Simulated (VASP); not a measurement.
# Si (Fd-3m) in VASP: further runs

Runs on Si. Level: PBE. Tasks: single point.

Everything below comes from runs of VASP 6.6.1. Logs are shortened: lines on timing, memory, paths and dates and some standing lists are left out, and cuts for length are marked.

**1. The cell of the first run**

It takes space group Fd-3m (No. 227, cubic). Conventional cell: a = 5.316 Å, b = 5.316 Å, c = 5.316 Å, α = 90.00°, β = 90.00°, γ = 90.00°. Within 3.0 Å of Si (site symmetry -43m) lie 4 Si at 2.30 Å.

**2. Single point, PBE**

The input, INCAR:

```
PREC = Accurate
ENCUT = 520
EDIFF = 1E-7
ISMEAR = 0
SIGMA = 0.01
LREAL = F
LASPH = T
NELM = 80
ALGO = Normal
ISIF = 2
LWAVE = F
LCHARG = F
GGA = PE
NBANDS = 11
```

The input, KPOINTS:

```
regular mesh
0
Gamma
  6 6 6
```

The input, POSCAR:

```
Si
1.0
    0.0000000000      2.6581656812      2.6581656812
    2.6581656812      0.0000000000      2.6581656812
    2.6581656812      2.6581656812      0.0000000000
Si
2
Direct
    0.7500000000      0.7500000000      0.7500000000
    0.5000000000      0.5000000000      0.5000000000
```

Potentials or basis: VASP PAW PBE potentials, release 64 (Si).

The run is started by

```
cat potpaw_PBE.64/Si/POTCAR > POTCAR
mpirun -np 1 vasp_std > vasp.out
```

OUTCAR:

```text
PREC = Accurate
   ENCUT = 520
   EDIFF = 1E-7
   ISMEAR = 0
   LREAL = F
   LASPH = T
   NELM = 80
   ISIF = 2
   GGA = PE

 ion  position               nearest neighbor table
   1  0.750  0.750  0.750-   2 2.30   2 2.30   2 2.30   2 2.30
   2  0.500  0.500  0.500-   1 2.30   1 2.30   1 2.30   1 2.30

  LATTYP: Found a face centered cubic cell.
 ALAT       =     5.3163313624

  Lattice vectors:

 A1 = (   0.0000000000,   2.6581656812,   2.6581656812)
 A2 = (   2.6581656812,   0.0000000000,   2.6581656812)
 A3 = (   2.6581656812,   2.6581656812,   0.0000000000)

Analysis of symmetry for initial positions (statically):
=====================================================================
 Subroutine PRICEL returns:
 Original cell was already a primitive cell.

 Routine SETGRP: Setting up the symmetry group for a
 face centered cubic supercell.

 Subroutine GETGRP returns: Found 48 space group operations
 (whereof 24 operations were pure point group operations)
 out of a pool of 48 trial point group operations.

The static configuration has the point symmetry T_d .
 The point group associated with its full space group is O_h .

Analysis of symmetry for dynamics (positions and initial velocities):
=====================================================================
 Subroutine PRICEL returns:
 Original cell was already a primitive cell.

 Routine SETGRP: Setting up the symmetry group for a
 face centered cubic supercell.

 Subroutine GETGRP returns: Found 48 space group operations
 (whereof 24 operations were pure point group operations)
 out of a pool of 48 trial point group operations.

The dynamic configuration has the point symmetry T_d .
 The point group associated with its full space group is O_h .

 Subroutine INISYM returns: Found 48 space group operations
 (whereof 24 operations are pure point group operations),
 and found     1 'primitive' translations

----------------------------------------------------------------------------------------

                                     Primitive cell

  volume of cell :      37.5644

  direct lattice vectors                    reciprocal lattice vectors
     0.000000000  2.658165681  2.658165681    -0.188099637  0.188099637  0.188099637
     2.658165681  0.000000000  2.658165681     0.188099637 -0.188099637  0.188099637
     2.658165681  2.658165681  0.000000000     0.188099637  0.188099637 -0.188099637

  length of vectors
     3.759213957  3.759213957  3.759213957     0.325798128  0.325798128  0.325798128

  position of ions in fractional coordinates (direct lattice)
     0.750000000  0.750000000  0.750000000
     0.500000000  0.500000000  0.500000000

  ion indices of the primitive-cell ions
   primitive index   ion index
                 1           1
                 2           2

----------------------------------------------------------------------------------------

 KPOINTS: regular mesh

Automatic generation of k-mesh.
 Grid dimensions read from file:
 generate k-points for:    6    6    6

 Generating k-lattice:

  Cartesian coordinates                     Fractional coordinates (reciprocal lattice)
    -0.031349940  0.031349940  0.031349940     0.166666667  0.000000000  0.000000000
     0.031349940 -0.031349940  0.031349940     0.000000000  0.166666667  0.000000000
     0.031349940  0.031349940 -0.031349940     0.000000000  0.000000000  0.166666667

  Length of vectors
     0.054299688  0.054299688  0.054299688

  Shift w.r.t. Gamma in fractional coordinates (k-lattice)
     0.000000000  0.000000000  0.000000000

 Subroutine IBZKPT returns following result:
 ===========================================

 Found     16 irreducible k-points:

 Following reciprocal coordinates:
            Coordinates               Weight
  0.000000  0.000000  0.000000      1.000000
  0.166667  0.000000  0.000000      8.000000
  0.333333  0.000000  0.000000      8.000000
  0.500000  0.000000  0.000000      4.000000
  0.166667  0.166667  0.000000      6.000000
  0.333333  0.166667  0.000000     24.000000
[... 8 lines left out ...]
 -0.333333  0.333333  0.166667     24.000000
 -0.333333  0.500000  0.166667     12.000000
   k-points           NKPTS =     16   k-points in BZ     NKDIM =     16   number of bands    NBANDS=     11
   number of dos      NEDOS =    301   number of ions     NIONS =      2
   total plane-waves  NPLWV =  21952
   dimension x,y,z NGX =    28 NGY =   28 NGZ =   28
   dimension x,y,z NGXF=    56 NGYF=   56 NGZF=   56
   ions per type =               2
   NGX,Y,Z   is equivalent  to a cutoff of  12.38, 12.38, 12.38 a.u.
   NGXF,Y,Z  is equivalent  to a cutoff of  24.77, 24.77, 24.77 a.u.
 SYSTEM =  unknown system
   PREC   = accura    normal or accurate (medium, high low for compatibility)
   ISTART =      0    job   : 0-new  1-cont  2-samecut
   ICHARG =      2    charge: 1-file 2-atom 10-const
   ISPIN  =      1    spin polarized calculation?
   LNONCOLLINEAR =      F non collinear calculations
   LSORBIT =      F    spin-orbit coupling
   LASPH  =      T    aspherical Exc in radial PAW
   ENCUT  =  520.0 eV  38.22 Ry    6.18 a.u.   6.99  6.99  6.99*2*pi/ulx,y,z
   NELM   =     80;   NELMIN=  2; NELMDL= -5     # of ELM steps
   EDIFF  = 0.1E-06   stopping-criterion for ELM
   LREAL  =      F    real-space projection
   EDIFFG = 0.1E-05   stopping-criterion for IOM
   NSW    =      0    number of steps for IOM
   IBRION =     -1    ionic relax: 0-MD 1-quasi-New 2-CG
   NFREE  =      0    steps in history (QN), initial steepest desc. (CG)
   ISIF   =      2    stress and relaxation
   ISYM   =      2    0-nonsym 1-usesym 2-fastsym
   POTIM  = 0.5000    time-step for ionic-motion
   TEBEG  =    0.0;   TEEND  =   0.0 temperature during run
   PSTRESS=    0.0 pullay stress
   NELECT =       8.0000    total number of electrons
   NUPDOWN=      -1.0000    fix difference up-down
   EMIN   =  10.00;   EMAX   =-10.00  energy-range for DOS
   EFERMI =   0.00;   METHOD = LEGACY
   ISMEAR =     0;   SIGMA  =   0.01  broadening in eV -4-tet -1-fermi 0-gaus
   EFERMI_NEDOS =   21; number of points for ismear=-14 and -15
   IALGO  =     38    algorithm
   IMIX   =      4    mixing-type and parameters
     AMIX     =   0.40;   BMIX     =  1.00
     AMIX_MAG =   1.60;   BMIX_MAG =  1.00
  volume/ion in A,a.u.               =      18.78       126.75
  Fermi-wavevector in a.u.,A,eV,Ry     =   0.977641  1.847474 13.004205  0.955782
  Thomas-Fermi vector in A             =   2.108354
   LORBIT       =      0    0 simple, 1 ext, 2 COOP (PROOUT), +10 PAW based schemes
   GGA     = PE    functional components
   LHFCALC =     F    Hartree Fock is set to
   AEXX    =    0.0000 exact exchange contribution
   IVDW    =     0    specifies the selected vdW correction
   LEPSILON=     F    determine dielectric tensor
   LRPA    =     F    only Hartree local field effects (RPA)
 non-spin polarized calculation
 Gauss-broadening in eV      SIGMA  =   0.01
  energy-cutoff  :      520.00
  volume of cell :       37.56
 maximum number of plane-waves:      1020
   NGX = 13   NGY = 13   NGZ = 13

 number of electron       8.0000000 magnetization

 Free energy of the ion-electron system (eV)
  ---------------------------------------------------
  ext. energy  EPLUGINS =         0.00000000
  ---------------------------------------------------
  free energy    TOTEN  =       -10.73745787 eV

  energy without entropy =      -10.73745787  energy(sigma->0) =      -10.73745787

 E-fermi :   6.6056     XC(G=0):  -9.6563

 val. band max:        6.4999347586   @ k =   0.0000   0.0000   0.0000
 cond. band min:       7.0713706409   @ k =   0.5000   0.5000   0.0000
 fundamental gap:      0.5714358824
 Fermi energy:         6.6056445632

 k-point     1 :       0.0000    0.0000    0.0000
  band No.  band energies     occupation
      1      -5.9113      2.00000
      2       6.4999      2.00000
      3       6.4999      2.00000
      4       6.4999      2.00000
      5       9.0852      0.00000
      6       9.0852      0.00000
      7       9.0852      0.00000
      8      10.6273      0.00000
      9      14.2443      0.00000
     10      14.2443      0.00000
     11      14.7188      0.00000

 k-point     2 :       0.1667    0.0000    0.0000
  band No.  band energies     occupation
      1      -5.5296      2.00000
      2       4.0623      2.00000
      3       6.0221      2.00000
      4       6.0221      2.00000
      5       9.0436      0.00000
      6       9.7686      0.00000
      7       9.7686      0.00000
      8      12.5495      0.00000
      9      13.5765      0.00000
     10      13.5765      0.00000
     11      15.8637      0.00000

 k-point     3 :       0.3333    0.0000    0.0000
  band No.  band energies     occupation
      1      -4.4505      2.00000
      2       0.9671      2.00000
      3       5.4500      2.00000
      4       5.4500      2.00000
      5       8.4866      0.00000
      6      10.0092      0.00000
      7      10.0092      0.00000
      8      14.5740      0.00000
      9      14.5740      0.00000
     10      14.5841      0.00000
     11      16.1336      0.00000

 k-point     4 :       0.5000    0.0000    0.0000
  band No.  band energies     occupation
      1      -3.4125      2.00000
      2      -0.7819      2.00000
      3       5.2462      2.00000
      4       5.2462      2.00000
      5       8.2652      0.00000
      6       9.7992      0.00000
      7       9.7992      0.00000
      8      14.3025      0.00000
      9      17.2094      0.00000
     10      17.2094      0.00000
     11      18.2317      0.00000

 k-point     5 :       0.1667    0.1667    0.0000
  band No.  band energies     occupation
      1      -5.4000      2.00000
      2       4.5133      2.00000
      3       5.2235      2.00000
      4       5.2235      2.00000
      5       8.1750      0.00000
      6      10.9805      0.00000
      7      10.9805      0.00000
      8      11.0072      0.00000
      9      13.5411      0.00000
     10      14.8063      0.00000
     11      16.6079      0.00000
[... 99 lines left out ...]
 k-point    13 :       0.5000    0.5000    0.0000
  band No.  band energies     occupation
      1      -1.5287      2.00000
      2      -1.5287      2.00000
      3       3.4772      2.00000
      4       3.4772      2.00000
      5       7.0714      0.00000
      6       7.0714      0.00000
      7      17.1727      0.00000
      8      17.1727      0.00000
      9      17.6749      0.00000
     10      17.6749      0.00000
     11      19.2659      0.00000

 k-point    14 :       0.5000    0.3333    0.1667
  band No.  band energies     occupation
      1      -3.4844      2.00000
      2       0.7513      2.00000
      3       2.6916      2.00000
      4       4.0510      2.00000
      5       9.3750      0.00000
      6      10.1682      0.00000
      7      10.9247      0.00000
      8      13.8151      0.00000
      9      15.8060      0.00000
     10      16.7742      0.00000
     11      19.9906      0.00000

 k-point    15 :      -0.3333    0.3333    0.1667
  band No.  band energies     occupation
      1      -2.4205      2.00000
      2      -0.5376      2.00000
      3       2.2371      2.00000
      4       3.5434      2.00000
      5       9.8151      0.00000
      6      10.1727      0.00000
      7      12.7164      0.00000
      8      13.2689      0.00000
      9      14.3482      0.00000
     10      17.9460      0.00000
     11      18.9464      0.00000

 k-point    16 :      -0.3333    0.5000    0.1667
  band No.  band energies     occupation
      1      -1.3867      2.00000
      2      -1.3867      2.00000
      3       2.5979      2.00000
      4       2.5979      2.00000
      5       9.2315      0.00000
      6       9.2315      0.00000
      7      13.4947      0.00000
      8      13.4947      0.00000
      9      17.4636      0.00000
     10      17.4636      0.00000
     11      19.9830      0.00000

------------------------ aborting loop because EDIFF is reached ----------------------------------------

  FORCE on cell =-STRESS in cart. coord.  units (eV):
  Direction    XX          YY          ZZ          XY          YZ          ZX
  --------------------------------------------------------------------------------------
  -------------------------------------------------------------------------------------
  Total        2.1433818      2.1433818      2.1433818      0.0000000      0.0000000     -0.0000000
  in kB       91.4184762     91.4184762     91.4184762      0.0000000      0.0000000     -0.0000000
  external PRESSURE =      91.4184762 kB  Pullay stress =       0.0000000 kB

 VOLUME and BASIS-vectors are now :
 -----------------------------------------------------------------------------
  energy-cutoff  :      520.00
  volume of cell :       37.56
      direct lattice vectors                 reciprocal lattice vectors
     0.000000000  2.658165681  2.658165681    -0.188099637  0.188099637  0.188099637
     2.658165681  0.000000000  2.658165681     0.188099637 -0.188099637  0.188099637
     2.658165681  2.658165681  0.000000000     0.188099637  0.188099637 -0.188099637

 POSITION                                       TOTAL-FORCE (eV/Angst)
 -----------------------------------------------------------------------------------
      3.98725      3.98725      3.98725         0.000000     -0.000000     -0.000000
      2.65817      2.65817      2.65817        -0.000000      0.000000      0.000000
 -----------------------------------------------------------------------------------
    total drift:                               -0.000000      0.000000     -0.000000

  FREE ENERGIE OF THE ION-ELECTRON SYSTEM (eV)
  ---------------------------------------------------
  free  energy   TOTEN  =       -10.7374578651 eV

  energy  without entropy=      -10.7374578651  energy(sigma->0) =      -10.73745787
```

Run time: 14 s. Hardware: 1 thread of Intel Xeon 8259CL, shared host; peak memory 0.14 GiB.

Results:

* Free energy: -10.7375 eV
* Pressure: 9.1 GPa
* Band gap on the k mesh: 0.57 eV, indirect (least direct gap 2.59 eV)

Levels at points of the mesh, in eV from the valence-band top:
| k point | band 1 | band 2 | band 3 | band 4 | band 5 | band 6 | band 7 | band 8 |
| --- | --- | --- | --- | --- | --- | --- | --- | --- |
| (0.00, 0.00, 0.00) | -12.41 | 0.00 | 0.00 | 0.00 | 2.59 | 2.59 | 2.59 | 4.13 |
| (0.50, 0.00, 0.00) | -9.91 | -7.28 | -1.25 | -1.25 | 1.77 | 3.30 | 3.30 | 7.80 |
| (0.50, 0.50, 0.00) | -8.03 | -8.03 | -3.02 | -3.02 | 0.57 | 0.57 | 10.67 | 10.67 |

A k mesh can miss the band edges. As with any semilocal functional, this PBE gap is likely too small.

[end of part 1 of 2]
